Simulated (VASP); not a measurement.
Wanted: the native input for a VASP 6.6.1 run.

* Task: single point
* Functional: PBE
* Potentials or basis: VASP PAW PBE potentials, release 64 (Al, Ru_pv)
* Cutoff: 520 eV
* k mesh: 12 × 12 × 12
* Occupations: fermi-dirac, width 0.05 eV
* Spin: no spin polarisation
* Dipole correction: no
* Further INCAR settings: ALGO = Normal; EDIFF = 1e-06; NBANDS = 16

The structure of AlRu lies in POSCAR:

```
AlRu
1.0
    3.0114124979      0.0000000000      0.0000000000
    0.0000000000      3.0114124979      0.0000000000
    0.0000000000      0.0000000000      3.0114124979
Al Ru
1 1
Direct
    0.0000000000      0.0000000000      0.0000000000
    0.5000000000      0.5000000000      0.5000000000
```

This cell differs from its parent crystal: volume scaled by 1.02.

The input as run:

INCAR

```
ALGO = Normal
EDIFF = 1E-6
ENCUT = 520
GGA = PE
ISIF = 2
ISMEAR = -1
LASPH = True
LCHARG = True
LELF = True
LREAL = False
LVHAR = True
LWAVE = False
NBANDS = 16
NELM = 80
PREC = Accurate
SIGMA = 0.05
```

KPOINTS

```
k-points
0
Gamma
  12 12 12
```

Potentials or basis: VASP PAW PBE potentials, release 64 (Al, Ru_pv).

Launch:

```bash
$ cat potpaw_PBE.64/Al/POTCAR potpaw_PBE.64/Ru_pv/POTCAR > POTCAR
$ mpirun -np 1 vasp_std > vasp.out
```

It gave:

```yaml
Pressure: -1.6 GPa
```

Wall time 10 s on 1 thread of Intel(R) Xeon(R) 6975P-C (Granite Rapids), with other jobs on the host, peak memory 0.16 GiB.
